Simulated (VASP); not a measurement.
Wanted: the native input for a VASP 6.6.1 run.

| Property | Result |
| --- | --- |
| Task | single point |
| Functional | r2SCANh |
| Potentials or basis | VASP PAW PBE potentials, release 64 (Mg, O) |
| Cutoff | 520 eV |
| k mesh | 6 × 6 × 4 |
| Occupations | gaussian, width 0.01 eV |
| Spin | no spin polarisation |
| Dipole correction | no |
| Grid for exact exchange (PRECFOCK) | Normal |
| Further INCAR settings | ALGO = Normal; EDIFF = 1e-07; NBANDS = 16 |
| Share of exact exchange | 0.1 |

MgO:

```
Mg O
1.0
     3.28822    0.00000    0.00000
    -1.64411    2.84768    0.00000
     0.00000    0.00000    5.03437
Mg O
2 2
Direct
  0.33333 0.66667 0.99016
  0.66667 0.33333 0.49016
  0.33333 0.66667 0.38484
  0.66667 0.33333 0.88484
```

These files were run (other wordings do the same):

POSCAR

```
MgO
1.0
    3.2882171868      0.0000000001      0.0000000000
   -1.6441085934      2.8476796169      0.0000000000
    0.0000000000      0.0000000000      5.0343664111
Mg O
2 2
Direct
    0.3333333333      0.6666666667     -0.0098385153
    0.6666666667      0.3333333333      0.4901614847
    0.3333333333      0.6666666667      0.3848385153
    0.6666666667      0.3333333333      0.8848385153
```

INCAR.step1

```
PREC = Accurate
ENCUT = 520
EDIFF = 1E-5
ISMEAR = 0
SIGMA = 0.01
LREAL = F
LASPH = T
NELM = 60
ALGO = Normal
ISIF = 2
LWAVE = T
GGA = PE
NBANDS = 16
```

INCAR.step2

```
PREC = Accurate
ENCUT = 520
EDIFF = 1E-7
ISMEAR = 0
SIGMA = 0.01
LREAL = F
LASPH = T
NELM = 60
ALGO = Normal
ISIF = 2
LWAVE = F
LCHARG = T
METAGGA = R2SCAN
LHFCALC = T
AEXX = 0.1
LMIXTAU = T
PRECFOCK = Normal
LELF = T
LVHAR = T
ISTART = 1
NBANDS = 16
```

KPOINTS

```
regular mesh
0
Gamma
  6 6 4
```

Potentials or basis: VASP PAW PBE potentials, release 64 (Mg, O).

Command:

```sh
$ cat potpaw_PBE.64/Mg/POTCAR potpaw_PBE.64/O/POTCAR > POTCAR
$ cp INCAR.step1 INCAR
$ mpirun -np 1 vasp_std > vasp.out
$ cp INCAR.step2 INCAR
$ mpirun -np 1 vasp_std > vasp.out
```

Results of the run:

```yaml
Pressure: -1.4 GPa
Largest_force: 0.006 eV/Å
Band_gap_on_the_k_mesh: 5.03 eV
```

Caveat: the structure was generated, so it needn't be the stable form of MgO; the PAW data sets were made with another functional, which shifts forces and pressure a little.

It took 34 min on 1 thread of AMD EPYC 7R13 Processor (Zen 3), with other jobs on the host, peak memory 0.16 GiB.
